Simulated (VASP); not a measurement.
Set up this calculation in VASP 6.6.1, as the native input.

```yaml
Task: single point
Functional: LDA
Potentials_or_basis: VASP PAW LDA potentials, release 64 (K_sv, F)
Cutoff: 520 eV
k_mesh: 9 × 9 × 9
Occupations: fermi-dirac, width 0.05 eV
Spin: no spin polarisation
Dipole_correction: no
Further_INCAR_settings: ALGO = Normal; EDIFF = 1e-06; NBANDS = 15
```

The structure of KF lies in POSCAR:

```
KF
1.0
    0.0000000000      2.6173071446      2.6173071446
    2.6173071446      0.0000000000      2.6173071446
    2.6173071446      2.6173071446      0.0000000000
K F
1 1
Direct
    0.0000000000      0.0000000000      0.0000000000
    0.5000000000      0.5000000000      0.5000000000
```

These files were run (other wordings do the same):

INCAR

```
PREC = Accurate ; ENCUT = 520
EDIFF = 1E-6 ; ISMEAR = -1
SIGMA = 0.05 ; LREAL = F
LASPH = T ; NELM = 100
ALGO = Normal ; ISIF = 2
LWAVE = F ; LCHARG = F
NBANDS = 15
```

KPOINTS

```
regular mesh
0
Gamma
  9 9 9
```

Potentials or basis: VASP PAW LDA potentials, release 64 (K_sv, F).

Command:

```sh
$ cat potpaw_LDA.64/K_sv/POTCAR potpaw_LDA.64/F/POTCAR > POTCAR
$ mpirun -np 1 vasp_std > vasp.out
```

Results of the run:

| Quantity | Value |
| --- | --- |
| Pressure | -1.5 GPa |
| Band gap on the k mesh | 6.12 eV |

Caveat: an odd mesh through Γ misses points on the zone boundary, where band edges can lie.

It took 21 s on 1 thread of Intel Xeon 8259CL, on a shared host, peak memory 0.15 GiB.
